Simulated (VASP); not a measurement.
# Bi2Se3 (R-3m) in VASP: notebook

Bi2Se3 is run at these levels: PBE; tasks: single point.

All numbers are computed with VASP 6.6.1; they aren't measurements. Logs are shortened: lines on timing, memory, paths and dates and some standing lists are left out, and cuts for length are marked.

### 1 The cell of the first run

It takes space group R-3m (No. 166, trigonal). Conventional cell: a = 3.930 Å, b = 3.930 Å, c = 27.428 Å, α = 90.00°, β = 90.00°, γ = 120.00°. Bi (site symmetry 3m) has 6 Se at 2.79 to 2.96 Å within 3.7 Å. Within 3.7 Å of Se (site symmetry 3m) lie 3 Bi at 2.79 Å and 3 Se at 3.08 Å. Within 4.0 Å of Se (site symmetry -3m) lie 6 Bi at 2.96 Å and 6 Se at 3.93 Å.

### 2 Single point, PBE

INCAR

```
ALGO = Normal
EDIFF = 1E-6
ENCUT = 520
GGA = PE
ISIF = 2
ISMEAR = -1
LASPH = True
LCHARG = False
LREAL = False
LWAVE = False
NBANDS = 32
NELM = 60
PREC = Accurate
SIGMA = 0.05
```

KPOINTS

```
k-points
0
Gamma
  14 14 14
```

POSCAR

```
Bi2Se3
1.0
    1.9649607440      1.1344706145      9.1426638165
   -1.9649607440      1.1344706145      9.1426638165
    0.0000000000     -2.2689412290      9.1426638165
Bi Se
2 3
Direct
    0.5973248577      0.5973248577      0.5973248577
    0.4026751423      0.4026751423      0.4026751423
    0.7954369594      0.7954369594      0.7954369594
    0.2045630406      0.2045630406      0.2045630406
    0.0000000000      0.0000000000      0.0000000000
```

Potentials or basis: VASP PAW PBE potentials, release 64 (Bi_d, Se).

Command:

```console
> cat potpaw_PBE.64/Bi_d/POTCAR potpaw_PBE.64/Se/POTCAR > POTCAR
> mpirun -np 1 vasp_std > vasp.out
```

OUTCAR:

```text
EDIFF = 1E-6
   ENCUT = 520
   GGA = PE
   ISIF = 2
   ISMEAR = -1
   LASPH = True
   LREAL = False
   NELM = 60
   PREC = Accurate

 ion  position               nearest neighbor table
   1  0.597  0.597  0.597-   4 2.79   4 2.79   4 2.79   5 2.96   5 2.96   5 2.96
   2  0.403  0.403  0.403-   3 2.79   3 2.79   3 2.79   5 2.96   5 2.96   5 2.96
   3  0.795  0.795  0.795-   2 2.79   2 2.79   2 2.79
   4  0.205  0.205  0.205-   1 2.79   1 2.79   1 2.79
   5  0.000  0.000  0.000-   1 2.96   1 2.96   2 2.96   2 2.96   1 2.96   2 2.96

  LATTYP: Found a trigonal (rhomboedric) cell.
 ALAT       =     9.4199997857
 COS(alpha) =     0.9129766161

  Lattice vectors:

 A1 = (   1.9649607440,   1.1344706145,   9.1426638165)
 A2 = (  -1.9649607440,   1.1344706145,   9.1426638165)
 A3 = (   0.0000000000,  -2.2689412290,   9.1426638165)

Analysis of symmetry for initial positions (statically):
=====================================================================
 Subroutine PRICEL returns:
 Original cell was already a primitive cell.

 Routine SETGRP: Setting up the symmetry group for a
 trigonal (rhombohedral) supercell.

 Subroutine GETGRP returns: Found 12 space group operations
 (whereof 12 operations were pure point group operations)
 out of a pool of 12 trial point group operations.

The static configuration has the point symmetry D_3d.

Analysis of symmetry for dynamics (positions and initial velocities):
=====================================================================
 Subroutine PRICEL returns:
 Original cell was already a primitive cell.

 Routine SETGRP: Setting up the symmetry group for a
 trigonal (rhombohedral) supercell.

 Subroutine GETGRP returns: Found 12 space group operations
 (whereof 12 operations were pure point group operations)
 out of a pool of 12 trial point group operations.

The dynamic configuration has the point symmetry D_3d.

 Subroutine INISYM returns: Found 12 space group operations
 (whereof 12 operations are pure point group operations),
 and found     1 'primitive' translations

----------------------------------------------------------------------------------------

                                     Primitive cell

  volume of cell :     122.2844

  direct lattice vectors                    reciprocal lattice vectors
     1.964960744  1.134470615  9.142663817     0.254458010  0.146911400  0.036459104
    -1.964960744  1.134470615  9.142663817    -0.254458010  0.146911400  0.036459104
     0.000000000 -2.268941229  9.142663817     0.000000000 -0.293822801  0.036459104

  length of vectors
     9.419999786  9.419999786  9.419999786     0.296076180  0.296076180  0.296076180

  position of ions in fractional coordinates (direct lattice)
     0.597324858  0.597324858  0.597324858
     0.402675142  0.402675142  0.402675142
     0.795436959  0.795436959  0.795436959
     0.204563041  0.204563041  0.204563041
     0.000000000  0.000000000  0.000000000

  ion indices of the primitive-cell ions
   primitive index   ion index
                 1           1
                 2           2
                 3           3
                 4           4
                 5           5

----------------------------------------------------------------------------------------

 KPOINTS: k-points

Automatic generation of k-mesh.
 Grid dimensions read from file:
 generate k-points for:   14   14   14

 Generating k-lattice:

  Cartesian coordinates                     Fractional coordinates (reciprocal lattice)
     0.018175572  0.010493671  0.002604222     0.071428571 -0.000000000  0.000000000
    -0.018175572  0.010493671  0.002604222    -0.000000000  0.071428571  0.000000000
     0.000000000 -0.020987343  0.002604222     0.000000000  0.000000000  0.071428571

  Length of vectors
     0.021148299  0.021148299  0.021148299

  Shift w.r.t. Gamma in fractional coordinates (k-lattice)
     0.000000000  0.000000000  0.000000000

 Subroutine IBZKPT returns following result:
 ===========================================

 Found    288 irreducible k-points:

 Following reciprocal coordinates:
            Coordinates               Weight
  0.000000  0.000000  0.000000      1.000000
  0.071429  0.000000  0.000000      6.000000
  0.142857 -0.000000  0.000000      6.000000
  0.214286  0.000000  0.000000      6.000000
  0.285714  0.000000  0.000000      6.000000
  0.357143  0.000000  0.000000      6.000000
[... 16 lines left out ...]
  0.214286  0.142857  0.000000     12.000000
  0.285714  0.142857  0.000000     12.000000
 [... further k-points ...]
   k-points           NKPTS =    288   k-points in BZ     NKDIM =    288   number of bands    NBANDS=     32
   number of dos      NEDOS =    301   number of ions     NIONS =      5
   total plane-waves  NPLWV = 343000
   dimension x,y,z NGX =    70 NGY =   70 NGZ =   70
   dimension x,y,z NGXF=   140 NGYF=  140 NGZF=  140
   ions per type =               2   3
   NGX,Y,Z   is equivalent  to a cutoff of  12.35, 12.35, 12.35 a.u.
   NGXF,Y,Z  is equivalent  to a cutoff of  24.71, 24.71, 24.71 a.u.
 SYSTEM =  unknown system
   PREC   = accura    normal or accurate (medium, high low for compatibility)
   ISTART =      0    job   : 0-new  1-cont  2-samecut
   ICHARG =      2    charge: 1-file 2-atom 10-const
   ISPIN  =      1    spin polarized calculation?
   LNONCOLLINEAR =      F non collinear calculations
   LSORBIT =      F    spin-orbit coupling
   LASPH  =      T    aspherical Exc in radial PAW
   ENCUT  =  520.0 eV  38.22 Ry    6.18 a.u.  17.51 17.51 17.51*2*pi/ulx,y,z
   NELM   =     60;   NELMIN=  2; NELMDL= -5     # of ELM steps
   EDIFF  = 0.1E-05   stopping-criterion for ELM
   LREAL  =      F    real-space projection
   EDIFFG = 0.1E-04   stopping-criterion for IOM
   NSW    =      0    number of steps for IOM
   IBRION =     -1    ionic relax: 0-MD 1-quasi-New 2-CG
   NFREE  =      0    steps in history (QN), initial steepest desc. (CG)
   ISIF   =      2    stress and relaxation
   ISYM   =      2    0-nonsym 1-usesym 2-fastsym
   POTIM  = 0.5000    time-step for ionic-motion
   TEBEG  =    0.0;   TEEND  =   0.0 temperature during run
   PSTRESS=    0.0 pullay stress
   NELECT =      48.0000    total number of electrons
   NUPDOWN=      -1.0000    fix difference up-down
   EMIN   =  10.00;   EMAX   =-10.00  energy-range for DOS
   EFERMI =   0.00;   METHOD = LEGACY
   ISMEAR =    -1;   SIGMA  =   0.05  broadening in eV -4-tet -1-fermi 0-gaus
   EFERMI_NEDOS =   21; number of points for ismear=-14 and -15
   IALGO  =     38    algorithm
   IMIX   =      4    mixing-type and parameters
     AMIX     =   0.40;   BMIX     =  1.00
     AMIX_MAG =   1.60;   BMIX_MAG =  1.00
  volume/ion in A,a.u.               =      24.46       165.04
  Fermi-wavevector in a.u.,A,eV,Ry     =   1.198666  2.265150 19.548854  1.436800
  Thomas-Fermi vector in A             =   2.334549
   LORBIT       =      0    0 simple, 1 ext, 2 COOP (PROOUT), +10 PAW based schemes
   GGA     = PE    functional components
   LHFCALC =     F    Hartree Fock is set to
   AEXX    =    0.0000 exact exchange contribution
   IVDW    =     0    specifies the selected vdW correction
   LEPSILON=     F    determine dielectric tensor
   LRPA    =     F    only Hartree local field effects (RPA)
 non-spin polarized calculation
  energy-cutoff  :      520.00
  volume of cell :      122.28
 maximum number of plane-waves:      3337
   NGX = 35   NGY = 35   NGZ = 35

 number of electron      47.9999997 magnetization

 Free energy of the ion-electron system (eV)
  ---------------------------------------------------
  ext. energy  EPLUGINS =         0.00000000
  ---------------------------------------------------
  free energy    TOTEN  =       -19.36222021 eV

  energy without entropy =      -19.36204737  energy(sigma->0) =      -19.36213379

 E-fermi :   7.2627     XC(G=0): -10.2495

 val. band max:        7.1137560934   @ k =   0.0714   0.0714   0.0714
 cond. band min:       7.2881454447   @ k =   0.0000   0.0000   0.0000
 fundamental gap:      0.1743893513
 Fermi energy:         7.2627259326

 k-point     1 :       0.0000    0.0000    0.0000
  band No.  band energies     occupation
      1     -16.4332      2.00000
      2     -16.4332      2.00000
      3     -16.4304      2.00000
      4     -16.4304      2.00000
      5     -16.4103      2.00000
      6     -16.4055      2.00000
[... 24 lines left out ...]
     31      12.1740      0.00000
     32      13.3228      0.00000

 k-point     2 :       0.0714    0.0000    0.0000
  band No.  band energies     occupation
      1     -16.4343      2.00000
      2     -16.4313      2.00000
      3     -16.4309      2.00000
      4     -16.4281      2.00000
      5     -16.4089      2.00000
      6     -16.4042      2.00000
[... 24 lines left out ...]
     31      12.1813      0.00000
     32      12.8015      0.00000

 k-point     3 :       0.1429   -0.0000    0.0000
  band No.  band energies     occupation
      1     -16.4381      2.00000
      2     -16.4343      2.00000
      3     -16.4248      2.00000
      4     -16.4220      2.00000
      5     -16.4053      2.00000
      6     -16.4010      2.00000
[... 24 lines left out ...]
     31      11.6676      0.00000
     32      12.6138      0.00000

 k-point     4 :       0.2143    0.0000    0.0000
  band No.  band energies     occupation
      1     -16.4444      2.00000
      2     -16.4394      2.00000
      3     -16.4167      2.00000
      4     -16.4137      2.00000
      5     -16.4061      2.00000
      6     -16.4000      2.00000
[... 654 lines left out ...]
     31      11.8952      0.00000
     32      12.4544      0.00000

 k-point    23 :       0.2143    0.1429    0.0000
  band No.  band energies     occupation
      1     -16.4407      2.00000
      2     -16.4363      2.00000
      3     -16.4208      2.00000
      4     -16.4186      2.00000
      5     -16.4036      2.00000
      6     -16.4002      2.00000
[... 24 lines left out ...]
     31      11.6661      0.00000
     32      12.2051      0.00000

 k-point    24 :       0.2857    0.1429    0.0000
  band No.  band energies     occupation
      1     -16.4439      2.00000
      2     -16.4389      2.00000
      3     -16.4165      2.00000
      4     -16.4160      2.00000
      5     -16.4041      2.00000
      6     -16.4040      2.00000
[... 24 lines left out ...]
     31      11.6824      0.00000
     32      11.8530      0.00000

 [... further k-points ...]

------------------------ aborting loop because EDIFF is reached ----------------------------------------

  FORCE on cell =-STRESS in cart. coord.  units (eV):
  Direction    XX          YY          ZZ          XY          YZ          ZX
  --------------------------------------------------------------------------------------
  -------------------------------------------------------------------------------------
  Total        9.6714208      9.6714208      8.5996219      0.0000000      0.0000000      0.0000000
  in kB      126.7154966    126.7154966    112.6727277      0.0000000      0.0000000      0.0000000
  external PRESSURE =     122.0345736 kB  Pullay stress =       0.0000000 kB

 VOLUME and BASIS-vectors are now :
 -----------------------------------------------------------------------------
  energy-cutoff  :      520.00
  volume of cell :      122.28
      direct lattice vectors                 reciprocal lattice vectors
     1.964960744  1.134470615  9.142663817     0.254458010  0.146911400  0.036459104
    -1.964960744  1.134470615  9.142663817    -0.254458010  0.146911400  0.036459104
     0.000000000 -2.268941229  9.142663817     0.000000000 -0.293822801  0.036459104

 POSITION                                       TOTAL-FORCE (eV/Angst)
 -----------------------------------------------------------------------------------
      0.00000      0.00000     16.38342         0.000000      0.000000      0.013075
      0.00000      0.00000     11.04457         0.000000      0.000000     -0.013075
      0.00000      0.00000     21.81724         0.000000      0.000000      0.024403
      0.00000      0.00000      5.61075         0.000000     -0.000000     -0.024403
      0.00000      0.00000      0.00000         0.000000      0.000000      0.000000
 -----------------------------------------------------------------------------------
    total drift:                                0.000000      0.000000     -0.000000

  FREE ENERGIE OF THE ION-ELECTRON SYSTEM (eV)
  ---------------------------------------------------
  free  energy   TOTEN  =       -19.3622202092 eV

  energy  without entropy=      -19.3620473691  energy(sigma->0) =      -19.36213379
```

It took 1.6 h on 1 thread of Oxide Virtual Turin-like, shared host; peak memory 1.3 GiB.

What came out:

```yaml
Free_energy: -19.3622 eV
Pressure: 12.2 GPa
Largest_force: 0.024 eV/Å
Band_gap_on_the_k_mesh: 0.02 eV
```

Forces in eV/Å, atoms in the order of the input:
```
Bi   0.000  0.000  0.013
Bi   0.000  0.000 -0.013
Se   0.000  0.000  0.024
Se   0.000  0.000 -0.024
Se   0.000  0.000  0.000
```

Caveat: the cell stands under pressure; the smearing spreads over this small gap; spin-orbit coupling is left out, which moves the levels of the heavy elements.

### 3 Single point, PBE (z stretched by -1 %, then relaxed in part)

INCAR

```
PREC = Accurate ; ENCUT = 520
EDIFF = 1E-6 ; ISMEAR = -1
SIGMA = 0.05 ; LREAL = False
LASPH = True ; NELM = 80
ALGO = Normal ; ISIF = 2
LWAVE = False ; LCHARG = True
GGA = PE ; LELF = True
LVHAR = True ; NBANDS = 32
```

KPOINTS

```
Automatic mesh
0
Gamma
  14 14 14
```

POSCAR

```
Bi2Se3
1.0
    1.9649607440      1.1344706145      9.0512371783
   -1.9649607440      1.1344706145      9.0512371783
    0.0000000000     -2.2689412290      9.0512371783
Bi Se
2 3
Direct
    0.5971644056      0.5971644056      0.5971644056
    0.4028355944      0.4028355944      0.4028355944
    0.7959139743      0.7959139743      0.7959139743
    0.2040860257      0.2040860257      0.2040860257
    0.0000000000      0.0000000000      0.0000000000
```

Potentials or basis: VASP PAW PBE potentials, release 64 (Bi_d, Se).

Command:

```console
> cat potpaw_PBE.64/Bi_d/POTCAR potpaw_PBE.64/Se/POTCAR > POTCAR
> mpirun -np 1 vasp_std > vasp.out
```

Wall time 2.4 h (1 thread of AMD EPYC 9755, shared host); peak memory 1.3 GiB.

It converged, with:

* Free energy: -19.2713 eV
* Pressure: 13.2 GPa
* Largest force: 0.015 eV/Å
* Band gap on the k mesh: 0.04 eV

Forces on the atoms (eV/Å):
```
Bi   0.000  0.000  0.013
Bi   0.000  0.000 -0.013
Se   0.000  0.000  0.015
Se   0.000  0.000 -0.015
Se   0.000  0.000  0.000
```

Stress tensor (GPa, compression positive):
```
13.49  0.00  0.00
 0.00 13.49  0.00
 0.00  0.00 12.59
```

Levels at points of the mesh, in eV from the valence-band top:
```
           k point  band 22  band 23  band 24  band 25  band 26  band 27
(0.00, 0.00, 0.00)    -1.67    -1.67     0.00     0.04     0.89     0.89
(0.50, 0.00, 0.00)    -3.66    -1.70    -0.68     0.29     1.01     2.51
(0.50, 0.50, 0.00)    -2.76    -2.51    -1.40     0.35     1.74     2.33
(0.50, 0.50, 0.50)    -1.99    -1.74    -1.04     0.95     1.51     1.51
```

Caveat: the cell differs from its parent crystal (z stretched by -1 %, then relaxed in part); the cell stands under pressure; spin-orbit coupling is left out, which moves the levels of the heavy elements. A k mesh can miss the band edges.

The gap in the log of VASP goes by the Fermi energy; the results here count the filled bands.